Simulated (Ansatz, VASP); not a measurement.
**One calculation of Al2Cu, two programs**

```xyz
6
Lattice="-2.9066 2.9066 2.3655 2.9066 -2.9066 2.3655 2.9066 2.9066 -2.3655" Properties=species:S:1:pos:R:3 pbc="T T T"
Al    3.8328    0.9262    0.0000
Al    1.9804    0.9262    2.3655
Al   -0.9262    1.9804    2.3655
Al    0.9262    1.9804    0.0000
Cu    0.0000    0.0000    3.5483
Cu    0.0000    0.0000    1.1828
```

Alike in both runs: task single point; functional PBEsol; k mesh 10 × 10 × 10; occupations gaussian, width 0.15 eV; no spin polarisation.

|  | VASP | Ansatz |
| --- | --- | --- |
| version | VASP 6.6.1 | Ansatz 0.2.0 |
| potentials or method | VASP PAW PBE potentials, release 64 (Al, Cu), cutoff 520 eV | scalar-relativistic, plane waves, PAW |
| valence electrons in the cell | 34 | 50 |

VASP gave:

- gap on the k mesh at the Fermi level (eV): none
- pressure (GPa): 10.4
- traceless stress, the component that is largest in VASP (GPa): -1.14
- rms of the force components (eV/Å): 0.018

Q: Estimate Ansatz's values.

A: gap on the k mesh at the Fermi level (eV): none; pressure (GPa): 10.7; traceless stress, the component that is largest in VASP (GPa): -1.20; rms of the force components (eV/Å): 0.017.

VASP's potentials were made for PBE, not for PBEsol, and Ansatz warns of the same on its side. Atom by atom the forces differ by 0.001 eV/Å (rms over components). A gap of «none» marks a metal or a gap that the smearing closes. VASP's potentials hold 34 valence electrons a cell and Ansatz's 50, so a difference there can come from the potentials and not from the codes.
